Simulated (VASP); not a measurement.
A run of VASP 6.6.1 is set up as follows.

The input INCAR:

```
SYSTEM = SrO
PREC = Accurate
ENCUT = 520
EDIFF = 1E-7
ISMEAR = -1
SIGMA = 0.02
LREAL = .FALSE.
LASPH = .TRUE.
NELM = 100
ALGO = Normal
ISIF = 2
LWAVE = .FALSE.
LCHARG = .FALSE.
GGA = PE
NBANDS = 24
```

Contents of KPOINTS:

```
Automatic mesh
0
G
  12 12 6
  0 0 0
```

Contents of POSCAR:

```
SrO
1.0
    4.1094723339      0.0000000000      0.0000000000
   -2.0547361670      3.6979503713      0.0000000000
    0.0000000000      0.0000000000      5.1444569642
Sr O
2 2
Direct
    0.3367216022      0.6734432045      0.2500000000
    0.6632783978      0.3265567955      0.7500000000
    0.6647453949      0.3294907898      0.2500000000
    0.3352546051      0.6705092102      0.7500000000
```

Potentials or basis: VASP PAW PBE potentials, release 64 (Sr_sv, O).

Command:

```bash
$ cat potpaw_PBE.64/Sr_sv/POTCAR potpaw_PBE.64/O/POTCAR > POTCAR
$ mpirun -np 1 vasp_std > vasp.out
```

(1) Estimate the band gap on the k mesh.

(2) Estimate the pressure.

## Answers

(1) 2.82 eV, indirect (the least direct gap lies 5.0 meV higher).

(2) 4.8 GPa.

Caveat: the cell differs from its parent crystal (uniaxial x strain -3.8%).
